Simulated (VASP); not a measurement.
# AlH5 (P-43m) in VASP: a series of runs

Runs on AlH5. Level: PBE. Tasks: relaxation of cell and atoms, single point.

Program: VASP 6.6.1. These are calculated values, not measurements. Logs are shortened: lines on timing, memory, paths and dates and some standing lists are left out, and cuts for length are marked.

**1. The cell of the first run**

The structure is cubic, space group P-43m (No. 215). Conventional cell: a = 3.830 Å, b = 3.830 Å, c = 3.830 Å, α = 90.00°, β = 90.00°, γ = 90.00°. Al (site symmetry -43m) has 4 H at 1.88 Å within 2.5 Å. Within 1.9 Å of H (site symmetry 3m) lie 1 H at 1.44 Å and 1 Al at 1.88 Å. H (site symmetry -43m) has 4 H at 1.44 Å within 1.9 Å.

The cell was generated, and may not be a known phase.

**2. Relaxation of cell and atoms, PBE**

File INCAR:

```
SYSTEM = AlH5
PREC = Accurate ; ENCUT = 600
EDIFF = 1E-6 ; ISMEAR = 0
SIGMA = 0.1 ; LREAL = .False.
LASPH = .True. ; NELM = 100
ALGO = Normal ; ISIF = 3
LWAVE = .False. ; LCHARG = .False.
GGA = PE ; IBRION = 2
NSW = 90 ; EDIFFG = -0.04
```

File KPOINTS:

```
regular mesh
0
Gamma
  4 4 4
  0 0 0
```

File POSCAR:

```
AlH5
1.0
    3.8301923900      0.0000000000      0.0000000000
    0.0000000000      3.8301923900      0.0000000000
    0.0000000000      0.0000000000      3.8301923900
Al H
1 5
Direct
    0.5000000000      0.5000000000      0.5000000000
    0.2169226100      0.2169226100      0.2169226100
    0.7830773900      0.7830773900      0.2169226100
    0.7830773900      0.2169226100      0.7830773900
    0.2169226100      0.7830773900      0.7830773900
    0.0000000000      0.0000000000      0.0000000000
```

Potentials or basis: VASP PAW PBE potentials, release 64 (Al, H).

Command:

```bash
$ cat potpaw_PBE.64/Al/POTCAR potpaw_PBE.64/H/POTCAR > POTCAR
$ mpirun -np 1 vasp_std > vasp.out
```

OUTCAR:

```text
SYSTEM = AlH5
   PREC = Accurate
   ENCUT = 600
   EDIFF = 1E-6
   ISMEAR = 0
   LREAL = .False.
   LASPH = .True.
   NELM = 100
   ISIF = 3
   GGA = PE
   IBRION = 2
   NSW = 90
   EDIFFG = -0.04

 ion  position               nearest neighbor table
   1  0.500  0.500  0.500-   2 1.88   3 1.88   4 1.88   5 1.88
   2  0.217  0.217  0.217-   1 1.88
   3  0.783  0.783  0.217-   1 1.88
   4  0.783  0.217  0.783-   1 1.88
   5  0.217  0.783  0.783-   1 1.88
   6  0.000  0.000  0.000-

  LATTYP: Found a simple cubic cell.
 ALAT       =     3.8301923900

  Lattice vectors:

 A1 = (   3.8301923900,   0.0000000000,   0.0000000000)
 A2 = (   0.0000000000,   3.8301923900,   0.0000000000)
 A3 = (   0.0000000000,   0.0000000000,   3.8301923900)

Analysis of symmetry for initial positions (statically):
=====================================================================
 Subroutine PRICEL returns:
 Original cell was already a primitive cell.

 Routine SETGRP: Setting up the symmetry group for a
 simple cubic supercell.

 Subroutine GETGRP returns: Found 24 space group operations
 (whereof 24 operations were pure point group operations)
 out of a pool of 48 trial point group operations.

The static configuration has the point symmetry T_d .

Analysis of symmetry for dynamics (positions and initial velocities):
=====================================================================
 Subroutine PRICEL returns:
 Original cell was already a primitive cell.

 Routine SETGRP: Setting up the symmetry group for a
 simple cubic supercell.

 Subroutine GETGRP returns: Found 24 space group operations
 (whereof 24 operations were pure point group operations)
 out of a pool of 48 trial point group operations.

The dynamic configuration has the point symmetry T_d .

 Subroutine INISYM returns: Found 24 space group operations
 (whereof 24 operations are pure point group operations),
 and found     1 'primitive' translations

----------------------------------------------------------------------------------------

                                     Primitive cell

  volume of cell :      56.1904

  direct lattice vectors                    reciprocal lattice vectors
     3.830192390  0.000000000  0.000000000     0.261083491  0.000000000  0.000000000
     0.000000000  3.830192390  0.000000000     0.000000000  0.261083491  0.000000000
     0.000000000  0.000000000  3.830192390     0.000000000  0.000000000  0.261083491

  length of vectors
     3.830192390  3.830192390  3.830192390     0.261083491  0.261083491  0.261083491

  position of ions in fractional coordinates (direct lattice)
     0.500000000  0.500000000  0.500000000
     0.216922610  0.216922610  0.216922610
     0.783077390  0.783077390  0.216922610
     0.783077390  0.216922610  0.783077390
     0.216922610  0.783077390  0.783077390
     0.000000000  0.000000000  0.000000000

  ion indices of the primitive-cell ions
   primitive index   ion index
                 1           1
                 2           2
                 3           3
                 4           4
                 5           5
                 6           6

----------------------------------------------------------------------------------------

 KPOINTS: regular mesh

Automatic generation of k-mesh.
 Grid dimensions read from file:
 generate k-points for:    4    4    4

 Generating k-lattice:

  Cartesian coordinates                     Fractional coordinates (reciprocal lattice)
     0.065270873  0.000000000  0.000000000     0.250000000  0.000000000  0.000000000
     0.000000000  0.065270873  0.000000000     0.000000000  0.250000000  0.000000000
     0.000000000  0.000000000  0.065270873     0.000000000  0.000000000  0.250000000

  Length of vectors
     0.065270873  0.065270873  0.065270873

  Shift w.r.t. Gamma in fractional coordinates (k-lattice)
     0.000000000  0.000000000  0.000000000

 Subroutine IBZKPT returns following result:
 ===========================================

 Found     10 irreducible k-points:

 Following reciprocal coordinates:
            Coordinates               Weight
  0.000000  0.000000  0.000000      1.000000
  0.250000  0.000000  0.000000      6.000000
  0.500000  0.000000  0.000000      3.000000
  0.250000  0.250000  0.000000     12.000000
  0.500000  0.250000  0.000000     12.000000
  0.500000  0.500000  0.000000      3.000000
  0.250000  0.250000  0.250000      8.000000
  0.500000  0.250000  0.250000     12.000000
  0.500000  0.500000  0.250000      6.000000
  0.500000  0.500000  0.500000      1.000000
   k-points           NKPTS =     10   k-points in BZ     NKDIM =     10   number of bands    NBANDS=      8
   number of dos      NEDOS =    301   number of ions     NIONS =      6
   total plane-waves  NPLWV =  32768
   dimension x,y,z NGX =    32 NGY =   32 NGZ =   32
   dimension x,y,z NGXF=    64 NGYF=   64 NGZF=   64
   ions per type =               1   5
   NGX,Y,Z   is equivalent  to a cutoff of  13.89, 13.89, 13.89 a.u.
   NGXF,Y,Z  is equivalent  to a cutoff of  27.78, 27.78, 27.78 a.u.
 SYSTEM =  AlH5
   PREC   = accura    normal or accurate (medium, high low for compatibility)
   ISTART =      0    job   : 0-new  1-cont  2-samecut
   ICHARG =      2    charge: 1-file 2-atom 10-const
   ISPIN  =      1    spin polarized calculation?
   LNONCOLLINEAR =      F non collinear calculations
   LSORBIT =      F    spin-orbit coupling
   LASPH  =      T    aspherical Exc in radial PAW
   ENCUT  =  600.0 eV  44.10 Ry    6.64 a.u.   7.65  7.65  7.65*2*pi/ulx,y,z
   NELM   =    100;   NELMIN=  2; NELMDL= -5     # of ELM steps
   EDIFF  = 0.1E-05   stopping-criterion for ELM
   LREAL  =      F    real-space projection
   EDIFFG = -.4E-01   stopping-criterion for IOM
   NSW    =     90    number of steps for IOM
   IBRION =      2    ionic relax: 0-MD 1-quasi-New 2-CG
   NFREE  =      1    steps in history (QN), initial steepest desc. (CG)
   ISIF   =      3    stress and relaxation
   ISYM   =      2    0-nonsym 1-usesym 2-fastsym
   POTIM  = 0.5000    time-step for ionic-motion
   TEBEG  =    0.0;   TEEND  =   0.0 temperature during run
   PSTRESS=    0.0 pullay stress
   NELECT =       8.0000    total number of electrons
   NUPDOWN=      -1.0000    fix difference up-down
   EMIN   =  10.00;   EMAX   =-10.00  energy-range for DOS
   EFERMI =   0.00;   METHOD = LEGACY
   ISMEAR =     0;   SIGMA  =   0.10  broadening in eV -4-tet -1-fermi 0-gaus
   EFERMI_NEDOS =   21; number of points for ismear=-14 and -15
   IALGO  =     38    algorithm
   IMIX   =      4    mixing-type and parameters
     AMIX     =   0.40;   BMIX     =  1.00
     AMIX_MAG =   1.60;   BMIX_MAG =  1.00
  volume/ion in A,a.u.               =       9.37        63.20
  Fermi-wavevector in a.u.,A,eV,Ry     =   0.854839  1.615411  9.942449  0.730749
  Thomas-Fermi vector in A             =   1.971497
   LORBIT       =      0    0 simple, 1 ext, 2 COOP (PROOUT), +10 PAW based schemes
   GGA     = PE    functional components
   LHFCALC =     F    Hartree Fock is set to
   AEXX    =    0.0000 exact exchange contribution
   IVDW    =     0    specifies the selected vdW correction
   LEPSILON=     F    determine dielectric tensor
   LRPA    =     F    only Hartree local field effects (RPA)
 conjugate gradient relaxation of ions
 non-spin polarized calculation
 Gauss-broadening in eV      SIGMA  =   0.10
  energy-cutoff  :      600.00
  volume of cell :       56.19
 maximum number of plane-waves:      1924
 NGX is ok and might be reduce to    32
   NGX = 15   NGY = 15   NGZ = 15

--------------------------------------- Ionic step        1  -------------------------------------------

 number of electron       7.9999998 magnetization

 Free energy of the ion-electron system (eV)
  ---------------------------------------------------
  ext. energy  EPLUGINS =         0.00000000
  ---------------------------------------------------
  free energy    TOTEN  =       -17.26441544 eV

  energy without entropy =      -17.25958809  energy(sigma->0) =      -17.26200176

 E-fermi :  -0.3038     XC(G=0):  -8.1425

 val. band max:       -0.3342354239   @ k =   0.5000   0.0000   0.0000
 cond. band min:       1.0427434582   @ k =   0.5000   0.5000   0.2500
 fundamental gap:      1.3769788821
 Fermi energy:        -0.3037514149

 k-point     1 :       0.0000    0.0000    0.0000
  band No.  band energies     occupation
      1      -8.3424      2.00000
      2      -0.7881      2.00000
      3      -0.7819      2.00000
      4      -0.7819      2.00000
      5      -0.7819      2.00000
      6       5.8963      0.00000
      7       5.8963      0.00000
      8       9.2549      0.00000

 k-point     2 :       0.2500    0.0000    0.0000
  band No.  band energies     occupation
      1      -7.7927      2.00000
      2      -3.5193      2.00000
      3      -0.5732      1.99986
      4      -0.5732      1.99986
      5       1.0880      0.00000
      6       6.4502      0.00000
      7       6.9707      0.00000
      8       7.7080      0.00000
[... 348 lines left out ...]
 POSITION                                       TOTAL-FORCE (eV/Angst)
 -----------------------------------------------------------------------------------
      1.73100      1.73100      1.73100         0.000000      0.000000     -0.000000
      0.75443      0.75443      0.75443         0.032454      0.032454      0.032454
      2.70757      2.70757      0.75443        -0.032454     -0.032454      0.032454
      2.70757      0.75443      2.70757        -0.032454      0.032454     -0.032454
      0.75443      2.70757      2.70757         0.032454     -0.032454     -0.032454
      0.00000      0.00000      0.00000         0.000000      0.000000     -0.000000
 -----------------------------------------------------------------------------------
    total drift:                               -0.000000     -0.000000      0.000000

  FREE ENERGIE OF THE ION-ELECTRON SYSTEM (eV)
  ---------------------------------------------------
  free  energy   TOTEN  =       -18.0011743761 eV

  energy  without entropy=      -17.9959187932  energy(sigma->0) =      -17.99854658

--------------------------------------- Ionic step        8  -------------------------------------------

 number of electron       7.9999998 magnetization

 Free energy of the ion-electron system (eV)
  ---------------------------------------------------
  ext. energy  EPLUGINS =         0.00000000
  ---------------------------------------------------
  free energy    TOTEN  =       -18.00137267 eV

  energy without entropy =      -17.99614739  energy(sigma->0) =      -17.99876003

 E-fermi :   1.5966     XC(G=0):  -9.1364

 val. band max:        1.5749860644   @ k =   0.0000   0.0000   0.0000
 cond. band min:       3.4211349893   @ k =   0.2500   0.0000   0.0000
 fundamental gap:      1.8461489250
 Fermi energy:         1.5966223216

 k-point     1 :       0.0000    0.0000    0.0000
  band No.  band energies     occupation
      1      -8.5719      2.00000
      2       0.9251      2.00000
      3       0.9251      2.00000
      4       0.9251      2.00000
      5       1.5750      1.24038
      6       7.6295      0.00000
      7       7.6295      0.00000
      8      13.3143      0.00000

 k-point     2 :       0.2500    0.0000    0.0000
  band No.  band energies     occupation
      1      -7.8874      2.00000
      2      -2.3632      2.00000
      3       1.2139      2.00000
      4       1.2139      2.00000
      5       3.4211      0.00000
      6       8.3130      0.00000
      7      10.0079      0.00000
      8      10.9631      0.00000
[... 108 lines left out ...]
 POSITION                                       TOTAL-FORCE (eV/Angst)
 -----------------------------------------------------------------------------------
      1.73327      1.73327      1.73327        -0.000000     -0.000000     -0.000000
      0.75742      0.75742      0.75742         0.018351      0.018351      0.018351
      2.70912      2.70912      0.75742        -0.018351     -0.018351      0.018351
      2.70912      0.75742      2.70912        -0.018351      0.018351     -0.018351
      0.75742      2.70912      2.70912         0.018351     -0.018351     -0.018351
      0.00000      0.00000      0.00000        -0.000000     -0.000000     -0.000000
 -----------------------------------------------------------------------------------
    total drift:                                0.000000      0.000000     -0.000000

  FREE ENERGIE OF THE ION-ELECTRON SYSTEM (eV)
  ---------------------------------------------------
  free  energy   TOTEN  =       -18.0013726683 eV

  energy  without entropy=      -17.9961473928  energy(sigma->0) =      -17.99876003

 reached required accuracy - stopping structural energy minimisation
```

Run time: 15 s. Hardware: 1 thread of Intel Xeon 6975P-C (Granite Rapids), shared host; peak memory 0.17 GiB.

What came out:

```
Free energy                           : -18.0014 eV
Relaxed volume                        : 6.94 Å³/atom
Relaxed cell                          : a = 3.467 Å, b = 3.467 Å, c = 3.467 Å, α = 90.00°, β = 90.00°, γ = 90.00°
Space group after relaxing (to 0.1 Å) : P-43m (No. 215)
Energy gained by relaxing             : 122.8 meV/atom
Ionic steps                           : 8
Pressure after relaxing               : -0.5 GPa
Largest force after relaxing          : 0.032 eV/Å
Band gap on the k mesh                : zero (bands 4 and 5 overlap by 0.32 eV)
```

Forces on the atoms (eV/Å):
```
Al   0.000  0.000  0.000
H    0.018  0.018  0.018
H   -0.018 -0.018  0.018
H   -0.018  0.018 -0.018
H    0.018 -0.018 -0.018
H    0.000  0.000  0.000
```

Step by step:
| step | energy change (eV) | largest force (eV/Å) | pressure (GPa) | volume (Å³) |
| --- | --- | --- | --- | --- |
| 1 | 0.0000 | 0.7016 | -12.46 | 56.19 |
| 2 | -0.4588 | 0.3142 | -8.94 | 50.47 |
| 3 | -0.6691 | 0.2477 | -3.13 | 45.31 |
| 4 | -0.6750 | 0.4117 | -1.43 | 44.26 |
| 5 | -0.6751 | 0.3757 | -1.80 | 44.48 |
| 6 | -0.7095 | 0.2357 | -1.50 | 43.51 |
| 7 | -0.7368 | 0.0562 | -0.35 | 41.49 |
| 8 | -0.7370 | 0.0318 | -0.46 | 41.66 |

Final structure:
```
CELL_PARAMETERS angstrom
3.46654 0.00000 0.00000
0.00000 3.46654 0.00000
0.00000 0.00000 3.46654
ATOMIC_POSITIONS crystal
Al 0.50000 0.50000 0.50000
H 0.21850 0.21850 0.21850
H 0.78150 0.78150 0.21850
H 0.78150 0.21850 0.78150
H 0.21850 0.78150 0.78150
H 0.00000 0.00000 0.00000
```

Caveat: the k points lie up to 0.45 Å⁻¹ apart in the final cell; the volume moved by over 15 % at a fixed basis, so the end points are rough.

**3. Relaxation of cell and atoms, PBE**

This run uses another cell than the first one, of 6.88 Å³/atom.

File INCAR:

```
PREC = Accurate ; ENCUT = 600
EDIFF = 1E-7 ; ISMEAR = 0
SIGMA = 0.1 ; LREAL = False
LASPH = True ; NELM = 60
ALGO = Normal ; ISIF = 3
LWAVE = False ; LCHARG = False
GGA = PE ; IBRION = 2
NSW = 90 ; EDIFFG = -0.04
```

File KPOINTS:

```
regular mesh
0
Gamma
  6 6 6
```

File POSCAR:

```
AlH5
1.0
    3.4552525143      0.0000000000      0.0000000000
    0.0000000000      3.4552525143      0.0000000000
    0.0000000000      0.0000000000      3.4552525143
Al H
1 5
Direct
    0.5000000000      0.5000000000      0.5000000000
    0.2176289107      0.2176289107      0.2176289107
    0.7823710893      0.7823710893      0.2176289107
    0.7823710893      0.2176289107      0.7823710893
    0.2176289107      0.7823710893      0.7823710893
    0.0000000000      0.0000000000      0.0000000000
```

Potentials or basis: VASP PAW PBE potentials, release 64 (Al, H).

Command:

```bash
$ cat potpaw_PBE.64/Al/POTCAR potpaw_PBE.64/H/POTCAR > POTCAR
$ mpirun -np 1 vasp_std > vasp.out
```

It took 4.1 s on 1 thread of Intel Xeon 6975P-C (Granite Rapids), shared host; peak memory 0.15 GiB.

Results (log left out):

```
Free energy                  : -18.0474 eV
Pressure after relaxing      : -0.6 GPa
Largest force after relaxing : 0.037 eV/Å
Band gap on the k mesh       : zero (bands 4 and 5 overlap by 0.30 eV)
```

Forces on the atoms (eV/Å):
```
Al   0.000  0.000  0.000
H    0.022  0.022  0.022
H   -0.022 -0.022  0.022
H   -0.022  0.022 -0.022
H    0.022 -0.022 -0.022
H    0.000  0.000  0.000
```

Final structure:
```
Al H
1.0
     3.45525    0.00000    0.00000
     0.00000    3.45525    0.00000
     0.00000    0.00000    3.45525
Al H
1 5
Direct
  0.50000 0.50000 0.50000
  0.21763 0.21763 0.21763
  0.78237 0.78237 0.21763
  0.78237 0.21763 0.78237
  0.21763 0.78237 0.78237
  0.00000 0.00000 0.00000
```

Levels at points of the mesh, in eV from the Fermi level:
```
           k point  band 1  band 2  band 3  band 4  band 5  band 6  band 7  band 8
(0.00, 0.00, 0.00)  -10.27   -0.68   -0.68   -0.68   -0.04    6.01    6.01   11.76
(0.50, 0.00, 0.00)   -8.08   -6.69   -0.04   -0.04    2.70    7.86    7.86    7.96
(0.50, 0.50, 0.00)   -6.57   -4.28   -3.77   -3.77    5.15    6.67    7.51    7.51
(0.50, 0.50, 0.50)   -5.74   -2.67   -2.67   -2.67   -0.34    2.59    2.59    2.59
```

Caveat: the relaxation stopped at its first step, so nothing moved.

**4. Single point, PBE**

This run uses another cell than the first one, of 6.82 Å³/atom.

File INCAR:

```
PREC = Accurate
ENCUT = 520
EDIFF = 1E-6
ISMEAR = 0
SIGMA = 0.1
LREAL = F
LASPH = T
NELM = 80
ALGO = Normal
ISIF = 2
LWAVE = F
LCHARG = F
GGA = PE
NBANDS = 13
```

File KPOINTS:

```
Automatic mesh
0
Gamma
  12 12 12
```

File POSCAR:

```
AlH5
1.0
    3.4456244331      0.0000000000      0.0000000000
    0.0000000000      3.4456244331      0.0000000000
    0.0000000000      0.0000000000      3.4456244331
Al H
1 5
Direct
    0.5000000000      0.5000000000      0.5000000000
    0.2176069782      0.2176069782      0.2176069782
    0.7823930218      0.7823930218      0.2176069782
    0.7823930218      0.2176069782      0.7823930218
    0.2176069782      0.7823930218      0.7823930218
    0.0000000000      0.0000000000      0.0000000000
```

Command:

```bash
$ cat potpaw_PBE.64/Al/POTCAR potpaw_PBE.64/H/POTCAR > POTCAR
$ mpirun -np 1 vasp_std > vasp.out
```

Wall time 19 s (1 thread of Intel Xeon 6975P-C (Granite Rapids), shared host); peak memory 0.17 GiB.

Results (log left out):

- Free energy: -18.0535 eV
- Pressure: -0.3 GPa
- Largest force: 0.010 eV/Å
- Band gap on the k mesh: zero (bands 4 and 5 overlap by 0.28 eV)

Forces in eV/Å, atoms in the order of the input:
```
Al   0.000  0.000  0.000
H    0.006  0.006  0.006
H   -0.006 -0.006  0.006
H   -0.006  0.006 -0.006
H    0.006 -0.006 -0.006
H    0.000  0.000  0.000
```

Levels at points of the mesh, in eV from the Fermi level:
| k point | band 1 | band 2 | band 3 | band 4 | band 5 | band 6 | band 7 | band 8 | band 9 |
| --- | --- | --- | --- | --- | --- | --- | --- | --- | --- |
| (0.00, 0.00, 0.00) | -10.33 | -0.68 | -0.68 | -0.68 | -0.02 | 6.01 | 6.01 | 11.83 | 11.83 |
| (0.50, 0.00, 0.00) | -8.13 | -6.72 | -0.03 | -0.03 | 2.72 | 7.89 | 7.89 | 7.97 | 8.39 |
| (0.50, 0.50, 0.00) | -6.61 | -4.29 | -3.80 | -3.80 | 5.19 | 6.72 | 7.54 | 7.54 | 8.49 |
| (0.50, 0.50, 0.50) | -5.76 | -2.69 | -2.69 | -2.69 | -0.31 | 2.58 | 2.58 | 2.58 | 14.80 |

(Part 1 of 2 ends here.)

The gap in the log of VASP goes by the Fermi energy; the results here count the filled bands.